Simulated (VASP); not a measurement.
Si: single point with PBE

Crystal: Si.

```
Si
1.0
     0.00000    2.70639    2.70639
     2.70639    0.00000    2.70639
     2.70639    2.70639    0.00000
Si
2
Direct
  0.50000 0.50000 0.50000
  0.75000 0.75000 0.75000
```

This cell differs from its parent crystal: volume scaled by 0.99.

| Item | Value |
| --- | --- |
| Program | VASP 6.6.1 |
| Task | single point |
| Functional | PBE |
| Potentials or basis | VASP PAW PBE potentials, release 64 (Si) |
| Cutoff | 520 eV |
| k mesh | 11 × 11 × 11 |
| Occupations | fermi-dirac, width 0.08 eV |
| Spin | no spin polarisation |
| Dipole correction | no |
| Further INCAR settings | ALGO = Normal; EDIFF = 1e-07; NBANDS = 11 |

```
Pressure               : 2.9 GPa
Band gap on the k mesh : 0.58 eV, indirect (least direct gap 2.57 eV)
```

Levels at points of the mesh, in eV from the valence-band top:
```tsv
k point	band 2	band 3	band 4	band 5	band 6	band 7
(0.00, 0.00, 0.00)	0.00	0.00	0.00	2.57	2.57	2.57
```

Run time: 30 s on 1 thread of Intel Xeon 8259CL, on a shared host, peak memory 0.16 GiB.

 A k mesh can miss the band edges.
